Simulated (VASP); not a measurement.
Set up this calculation in VASP 6.6.1, as the native input.

- Task: single point
- Functional: revPBE
- Potentials or basis: VASP PAW PBE potentials, release 64 (S, Mg)
- Cutoff: 520 eV
- k mesh: 8 × 8 × 8
- Occupations: fermi-dirac, width 0.05 eV
- Spin: no spin polarisation
- Dipole correction: no
- Further INCAR settings: ALGO = Normal; EDIFF = 1e-07; NBANDS = 11

The structure of MgS lies in POSCAR:

```
MgS
1.0
    0.0000000000      2.8704643675      2.8704643675
    2.8704643675      0.0000000000      2.8704643675
    2.8704643675      2.8704643675      0.0000000000
S Mg
1 1
Direct
    0.2500000000      0.2500000000      0.2500000000
    0.0000000000      0.0000000000      0.0000000000
```

One way to write it, as run:

INCAR

```
SYSTEM = MgS
PREC = Accurate
ENCUT = 520
EDIFF = 1E-7
ISMEAR = -1
SIGMA = 0.05
LREAL = .False.
LASPH = .True.
NELM = 100
ALGO = Normal
ISIF = 2
LWAVE = .False.
LCHARG = .True.
GGA = RE
LELF = .True.
LVHAR = .True.
NBANDS = 11
```

KPOINTS

```
regular mesh
0
Gamma
  8 8 8
  0 0 0
```

Potentials or basis: VASP PAW PBE potentials, release 64 (S, Mg).

Command:

```bash
$ cat potpaw_PBE.64/S/POTCAR potpaw_PBE.64/Mg/POTCAR > POTCAR
$ mpirun -np 1 vasp_std > vasp.out
```

Results of the run:

```
Pressure               : -0.1 GPa
Band gap on the k mesh : 3.42 eV, direct
```

Caveat: the PAW data sets were made with another functional, which shifts forces and pressure a little.

It used 14 s of CPU time on 1 thread of Intel Xeon 6975P-C (shared host).
